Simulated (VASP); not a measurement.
# Li2Se (Fm-3m) in VASP: a series of runs

The runs below take Li2Se through vibrations by perturbation theory, with PBEsol.

All numbers are computed with VASP 6.6.1; they aren't measurements. Logs are shortened: lines on timing, memory, paths and dates and some standing lists are left out, and cuts for length are marked.

## (1) The cell of the first run

It takes space group Fm-3m (No. 225, cubic). Conventional cell: a = 5.843 Å, b = 5.843 Å, c = 5.843 Å, α = 90.00°, β = 90.00°, γ = 90.00°. Within 3.3 Å of Li (site symmetry -43m) lie 4 Se at 2.53 Å and 6 Li at 2.92 Å. Se (site symmetry m-3m) has 8 Li at 2.53 Å within 3.3 Å.

## (2) Vibrations by perturbation theory, PBEsol

Input file INCAR:

```
SYSTEM = Li2Se
  ALGO = Normal
  EDIFF = 1E-8
  ENCUT = 750
  GGA = PS
  GGA_COMPAT = .FALSE.
  IBRION = 8
  ISIF = 2
  ISMEAR = 0
  LASPH = .TRUE.
  LCHARG = .FALSE.
  LREAL = .FALSE.
  LWAVE = .FALSE.
  NBANDS = 13
  NELM = 120
  NSW = 1
  PREC = Accurate
  SIGMA = 0.01
```

Input file KPOINTS:

```
k-points
0
G
  8 8 8
  0 0 0
```

Input file POSCAR:

```
Li2Se
1.0
    2.9216806428      2.9216806428      0.0000000000
   -2.9216806428      2.9216806428      0.0000000000
    0.0000000000      2.9216806428      2.9216806428
Li Se
2 1
Direct
    0.2500000000      0.7500000000      0.5000000000
    0.7500000000      0.2500000000      0.5000000000
    0.0000000000      0.0000000000      0.0000000000
```

Potentials or basis: VASP PAW PBE potentials, release 64 (Li_sv, Se).

Command:

```sh
$ cat potpaw_PBE.64/Li_sv/POTCAR potpaw_PBE.64/Se/POTCAR > POTCAR
$ mpirun -np 1 vasp_std > vasp.out
```

OUTCAR:

```text
SYSTEM = Li2Se
   EDIFF = 1E-8
   ENCUT = 750
   GGA = PS
   IBRION = 8
   ISIF = 2
   ISMEAR = 0
   LASPH = .TRUE.
   LREAL = .FALSE.
   NELM = 120
   NSW = 1
   PREC = Accurate

 ion  position               nearest neighbor table
   1  0.250  0.750  0.500-   3 2.53   3 2.53   3 2.53   3 2.53
   2  0.750  0.250  0.500-   3 2.53   3 2.53   3 2.53   3 2.53
   3  0.000  0.000  0.000-   2 2.53   1 2.53   1 2.53   2 2.53   1 2.53   2 2.53   2 2.53   1 2.53

  LATTYP: Found a face centered cubic cell.
 ALAT       =     5.8433612856

  Lattice vectors:

 A1 = (   0.0000000000,   2.9216806428,   2.9216806428)
 A2 = (   2.9216806428,   0.0000000000,   2.9216806428)
 A3 = (   2.9216806428,   2.9216806428,   0.0000000000)

Analysis of symmetry for initial positions (statically):
=====================================================================
 Subroutine PRICEL returns:
 Original cell was already a primitive cell.

 Routine SETGRP: Setting up the symmetry group for a
 face centered cubic supercell.

 Subroutine GETGRP returns: Found 48 space group operations
 (whereof 48 operations were pure point group operations)
 out of a pool of 48 trial point group operations.

The static configuration has the point symmetry O_h .

Analysis of symmetry for dynamics (positions and initial velocities):
=====================================================================
 Subroutine PRICEL returns:
 Original cell was already a primitive cell.

 Routine SETGRP: Setting up the symmetry group for a
 face centered cubic supercell.

 Subroutine GETGRP returns: Found 48 space group operations
 (whereof 48 operations were pure point group operations)
 out of a pool of 48 trial point group operations.

The dynamic configuration has the point symmetry O_h .

 Subroutine INISYM returns: Found 48 space group operations
 (whereof 48 operations are pure point group operations),
 and found     1 'primitive' translations

----------------------------------------------------------------------------------------

                                     Primitive cell

  volume of cell :      49.8802

  direct lattice vectors                    reciprocal lattice vectors
     2.921680643  2.921680643  0.000000000     0.171134378  0.171134378 -0.171134378
    -2.921680643  2.921680643  0.000000000    -0.171134378  0.171134378 -0.171134378
     0.000000000  2.921680643  2.921680643     0.000000000  0.000000000  0.342268756

  length of vectors
     4.131880390  4.131880390  4.131880390     0.296413438  0.296413438  0.342268756

  position of ions in fractional coordinates (direct lattice)
     0.250000000  0.750000000  0.500000000
     0.750000000  0.250000000  0.500000000
     0.000000000  0.000000000  0.000000000

  ion indices of the primitive-cell ions
   primitive index   ion index
                 1           1
                 2           2
                 3           3

----------------------------------------------------------------------------------------

 KPOINTS: k-points

Automatic generation of k-mesh.
 Grid dimensions read from file:
 generate k-points for:    8    8    8

 Generating k-lattice:

  Cartesian coordinates                     Fractional coordinates (reciprocal lattice)
     0.021391797  0.021391797 -0.021391797     0.125000000  0.000000000  0.000000000
    -0.021391797  0.021391797 -0.021391797     0.000000000  0.125000000  0.000000000
     0.000000000  0.000000000  0.042783595     0.000000000  0.000000000  0.125000000

  Length of vectors
     0.037051680  0.037051680  0.042783595
[... 99 lines left out ...]
  ext. energy  EPLUGINS =         0.00000000
  ---------------------------------------------------
  free energy    TOTEN  =       -11.54225895 eV

  energy without entropy =      -11.54225895  energy(sigma->0) =      -11.54225895

 E-fermi :   1.5701     XC(G=0):  -8.6863

 val. band max:        1.4033869498   @ k =   0.0000   0.0000   0.0000
 cond. band min:       4.1603761066   @ k =   0.5000   0.5000   0.0000
 fundamental gap:      2.7569891569
 Fermi energy:         1.5701375827

 k-point     1 :       0.0000    0.0000    0.0000
  band No.  band energies     occupation
      1     -42.4955      2.00000
      2     -42.4597      2.00000
      3     -10.2356      2.00000
      4       1.4034      2.00000
      5       1.4034      2.00000
      6       1.4034      2.00000
      7       4.9929      0.00000
      8       6.9988      0.00000
      9       6.9988      0.00000
     10       6.9988      0.00000
     11      12.1935      0.00000
     12      12.1935      0.00000
     13      12.5256      0.00000
[... 354 lines left out ...]
  band No.  band energies     occupation
      1     -42.4767      2.00000
      2     -42.4767      2.00000
      3      -9.7357      2.00000
      4      -1.5090      2.00000
      5      -0.0532      2.00000
      6       0.3432      2.00000
      7       6.7787      0.00000
      8       7.3288      0.00000
      9       9.2447      0.00000
     10      10.0349      0.00000
     11      11.0834      0.00000
     12      12.4813      0.00000
     13      14.5016      0.00000

 [... further k-points ...]

------------------------ aborting loop because EDIFF is reached ----------------------------------------

  FORCE on cell =-STRESS in cart. coord.  units (eV):
  Direction    XX          YY          ZZ          XY          YZ          ZX
  --------------------------------------------------------------------------------------
  -------------------------------------------------------------------------------------
  Total        0.6344546      0.6344546      0.6344546      0.0000000      0.0000000     -0.0000000
  in kB       20.3790031     20.3790031     20.3790031      0.0000000      0.0000000     -0.0000000
  external PRESSURE =      20.3790031 kB  Pullay stress =       0.0000000 kB

 VOLUME and BASIS-vectors are now :
 -----------------------------------------------------------------------------
  energy-cutoff  :      750.00
  volume of cell :       49.88
      direct lattice vectors                 reciprocal lattice vectors
     2.921680643  2.921680643  0.000000000     0.171134378  0.171134378 -0.171134378
    -2.921680643  2.921680643  0.000000000    -0.171134378  0.171134378 -0.171134378
     0.000000000  2.921680643  2.921680643     0.000000000  0.000000000  0.342268756

 POSITION                                       TOTAL-FORCE (eV/Angst)
 -----------------------------------------------------------------------------------
     -1.46084      4.38252      1.46084        -0.000000     -0.000000     -0.000000
      1.46084      4.38252      1.46084         0.000000      0.000000      0.000000
      0.00000      0.00000      0.00000         0.000000      0.000000      0.000000
 -----------------------------------------------------------------------------------
    total drift:                                0.000000      0.000000     -0.000000

  FREE ENERGIE OF THE ION-ELECTRON SYSTEM (eV)
  ---------------------------------------------------
  free  energy   TOTEN  =       -11.5422589483 eV

  energy  without entropy=      -11.5422589483  energy(sigma->0) =      -11.54225895

[... ionic steps 2 to 9 ...]

--------------------------------------- Ionic step       10  -------------------------------------------

 Free energy of the ion-electron system (eV)
  ---------------------------------------------------
  ---------------------------------------------------
  free energy    TOTEN  =        -0.08661225 eV

  energy without entropy =       -0.08661225

------------------------ aborting loop because EDIFF is reached ----------------------------------------

 INTERNAL STRAIN TENSOR  FOR ION    3  DIRECTION 1   (eV/Angst):
 -----------------------------------------------------------------------------
     0.00628  0.00000 -0.00000
     0.00000 -0.00939  0.00000
    -0.00000  0.00000 -0.00939

 INTERNAL STRAIN TENSOR FOR ION    3 for displacements in x,y,z  (eV/Angst):
          X           Y           Z          XY          YZ          ZX
  --------------------------------------------------------------------------------
  x     0.00000     0.00000     0.00000     0.00000     0.00000     0.00000
  y     0.00000     0.00000     0.00000     0.00000     0.00000     0.00000
  z     0.00000     0.00000     0.00000     0.00000     0.00000     0.00000

 SECOND DERIVATIVES (NOT SYMMETRIZED)
 ------------------------------------
               1X          1Y          1Z          2X          2Y          2Z          3X          3Y          3Z
  1X    -2.935457   -0.000000    0.000000    0.796445    0.000000    0.000000    2.139012   -0.000000    0.000000
  1Y     0.000000   -2.935457   -0.000000    0.000000    0.796445    0.000000    0.000000    2.139012   -0.000000
  1Z    -0.000000   -0.000000   -2.935457    0.000000    0.000000    0.796445   -0.000000   -0.000000    2.139012
  2X     0.796445    0.000000    0.000000   -2.935457   -0.000000    0.000000    2.139012   -0.000000    0.000000
  2Y     0.000000    0.796445    0.000000    0.000000   -2.935457   -0.000000    0.000000    2.139012   -0.000000
  2Z     0.000000    0.000000    0.796445   -0.000000   -0.000000   -2.935457   -0.000000   -0.000000    2.139012
  3X     2.163161    0.000000    0.000000    2.163161    0.000000    0.000000   -4.326322    0.000000    0.000000
  3Y     0.000000    2.163161    0.000000    0.000000    2.163161    0.000000    0.000000   -4.326322    0.000000
  3Z     0.000000    0.000000    2.163161    0.000000    0.000000    2.163161    0.000000    0.000000   -4.326322

 Eigenvectors and eigenvalues of the dynamical matrix
 ----------------------------------------------------

   1 f  =   11.406616 THz    71.669884 2PiTHz  380.483765 cm-1    47.173953 meV
             X         Y         Z           dx          dy          dz
     -1.460840  4.382521  1.460840     0.000000   -0.707107   -0.000000
      1.460840  4.382521  1.460840    -0.000000    0.707107    0.000000
      0.000000  0.000000  0.000000     0.000000   -0.000000    0.000000
[... 43 lines left out ...]
   9 f/i=    0.018913 THz     0.118836 2PiTHz    0.630880 cm-1     0.078219 meV
             X         Y         Z           dx          dy          dz
     -1.460840  4.382521  1.460840     0.048903    0.236366   -0.133623
      1.460840  4.382521  1.460840     0.048903    0.236366   -0.133623
      0.000000  0.000000  0.000000     0.163206    0.788838   -0.445946

--------------------------------------------------------------------------------------------------------

 ELASTIC MODULI CONTR FROM IONIC RELAXATION (kBar)
 Direction    XX          YY          ZZ          XY          YZ          ZX
 --------------------------------------------------------------------------------
 XX          -0.0000      0.0000      0.0000     -0.0000     -0.0000     -0.0000
 YY           0.0000     -0.0000      0.0000     -0.0000      0.0000      0.0000
 ZZ           0.0000      0.0000     -0.0000      0.0000      0.0000     -0.0000
 XY          -0.0000     -0.0000      0.0000    -79.2019     -0.0000      0.0000
 YZ          -0.0000      0.0000      0.0000     -0.0000    -79.2019     -0.0000
 ZX          -0.0000      0.0000     -0.0000      0.0000     -0.0000    -79.2019
 --------------------------------------------------------------------------------
```

Run time: 4.6 min. Hardware: 1 thread of AMD EPYC 9R45 (Zen 5), shared host; peak memory 0.42 GiB.

What came out:

```
Highest phonon frequency at Γ, LO-TO splitting left out : 380 cm⁻¹
```

Phonon frequencies in cm⁻¹ (negative: imaginary):
```csv
q point,frequencies
"(0.000, 0.000, 0.000)",-1 -1 -1 313 313 313 380 380 380
```

Caveat: the cell stands under pressure or tension, which shifts response properties; the PAW data sets were made with another functional, which shifts forces and pressure a little.

## (3) Vibrations by perturbation theory, PBEsol

This run uses another cell than the first one, of 17.51 Å³/atom.

Input file INCAR:

```
SYSTEM = Li2Se
PREC = Accurate ; ENCUT = 750
EDIFF = 1E-8 ; ISMEAR = 0
SIGMA = 0.01 ; LREAL = .FALSE.
LASPH = .TRUE. ; NELM = 120
ALGO = Normal ; ISIF = 2
LWAVE = .FALSE. ; LCHARG = .TRUE.
GGA = PS ; NBANDS = 13
IBRION = 8 ; NSW = 1
GGA_COMPAT = .FALSE.
```

Input file KPOINTS:

```
regular mesh
0
G
  8 8 8
  0 0 0
```

Input file POSCAR:

```
Li2Se
1.0
    2.9723716276      2.9723716276      0.0000000000
   -2.9723716276      2.9723716276      0.0000000000
    0.0000000000      2.9723716276      2.9723716276
Li Se
2 1
Direct
    0.2500000000      0.7500000000      0.5000000000
    0.7500000000      0.2500000000      0.5000000000
    0.0000000000      0.0000000000      0.0000000000
```

Potentials or basis: VASP PAW PBE potentials, release 64 (Li_sv, Se).

Command:

```sh
$ cat potpaw_PBE.64/Li_sv/POTCAR potpaw_PBE.64/Se/POTCAR > POTCAR
$ mpirun -np 1 vasp_std > vasp.out
```

OUTCAR:

```text
SYSTEM = Li2Se
   PREC = Accurate
   ENCUT = 750
   EDIFF = 1E-8
   ISMEAR = 0
   LREAL = .FALSE.
   LASPH = .TRUE.
   NELM = 120
   ISIF = 2
   GGA = PS
   IBRION = 8
   NSW = 1

 ion  position               nearest neighbor table
   1  0.250  0.750  0.500-   3 2.57   3 2.57   3 2.57   3 2.57
   2  0.750  0.250  0.500-   3 2.57   3 2.57   3 2.57   3 2.57
   3  0.000  0.000  0.000-   2 2.57   1 2.57   1 2.57   2 2.57   1 2.57   2 2.57   2 2.57   1 2.57

  LATTYP: Found a face centered cubic cell.
[... 648 lines left out ...]
  3X     1.804517    0.000000    0.000000    1.804517    0.000000    0.000000   -3.609035   -0.000000    0.000000
  3Y     0.000000    1.804517    0.000000    0.000000    1.804517    0.000000    0.000000   -3.609035   -0.000000
  3Z     0.000000    0.000000    1.804517    0.000000    0.000000    1.804517   -0.000000   -0.000000   -3.609035

 Eigenvectors and eigenvalues of the dynamical matrix
 ----------------------------------------------------

   1 f  =   10.657381 THz    66.962298 2PiTHz  355.491957 cm-1    44.075365 meV
             X         Y         Z           dx          dy          dz
     -1.486186  4.458557  1.486186    -0.000000    0.000000   -0.707107
      1.486186  4.458557  1.486186    -0.000000    0.000000    0.707107
      0.000000  0.000000  0.000000     0.000000   -0.000000    0.000000
[... 43 lines left out ...]
   9 f/i=    0.012004 THz     0.075420 2PiTHz    0.400394 cm-1     0.049642 meV
             X         Y         Z           dx          dy          dz
     -1.486186  4.458557  1.486186     0.018919    0.268523   -0.058576
      1.486186  4.458557  1.486186     0.018919    0.268523   -0.058576
      0.000000  0.000000  0.000000     0.063248    0.897699   -0.195826

--------------------------------------------------------------------------------------------------------

 ELASTIC MODULI CONTR FROM IONIC RELAXATION (kBar)
 Direction    XX          YY          ZZ          XY          YZ          ZX
 --------------------------------------------------------------------------------
 XX          -0.0000     -0.0000     -0.0000     -0.0000     -0.0000     -0.0000
 YY          -0.0000     -0.0000     -0.0000     -0.0000     -0.0000      0.0000
 ZZ          -0.0000     -0.0000     -0.0000      0.0000     -0.0000     -0.0000
 XY          -0.0000     -0.0000      0.0000    -44.8917      0.0000      0.0000
 YZ          -0.0000     -0.0000     -0.0000      0.0000    -44.8917     -0.0000
 ZX          -0.0000      0.0000     -0.0000      0.0000     -0.0000    -44.8917
 --------------------------------------------------------------------------------
```

OSZICAR:

```text
N       E                     dE             d eps       ncg     rms          rms(c)
DAV:   1     0.520892091861E+02    0.52089E+02   -0.64579E+03   754   0.115E+03
DAV:   2    -0.423676722693E+01   -0.56326E+02   -0.53554E+02   905   0.222E+02
DAV:   3    -0.116083787223E+02   -0.73716E+01   -0.73203E+01  1441   0.487E+01
DAV:   4    -0.117626178759E+02   -0.15424E+00   -0.15419E+00   968   0.965E+00
DAV:   5    -0.117655515235E+02   -0.29336E-02   -0.29336E-02  1166   0.111E+00    0.278E+00
[... 50 lines left out ...]
RMM:  11    -0.868215838708E-01    0.31785E-07   -0.12404E-07  3968   0.145E-04    0.362E-06
RMM:  12    -0.868216158495E-01   -0.31979E-07    0.53583E-07  3894   0.825E-05    0.264E-06
RMM:  13    -0.868215842342E-01    0.31615E-07    0.18924E-07  3900   0.543E-05    0.748E-06
RMM:  14    -0.868215806483E-01    0.35859E-08    0.10762E-07  3738   0.411E-05    0.267E-07
RMM:  15    -0.868215769947E-01    0.36536E-08   -0.90673E-09  3404   0.347E-05    0.327E-07
 Linear response finished
```

It took 5.2 min on 1 thread of AMD EPYC 9R45 (Zen 5), shared host; peak memory 0.42 GiB.

What came out:

```
Highest phonon frequency at Γ, LO-TO splitting left out : 355 cm⁻¹
```

Phonon frequencies in cm⁻¹ (negative: imaginary):
| q point | frequencies |
| --- | --- |
| (0.000, 0.000, 0.000) | 0 0 0 286 286 286 355 355 355 |

Caveat: the PAW data sets were made with another functional, which shifts forces and pressure a little.

(Part 1 of 2 ends here.)
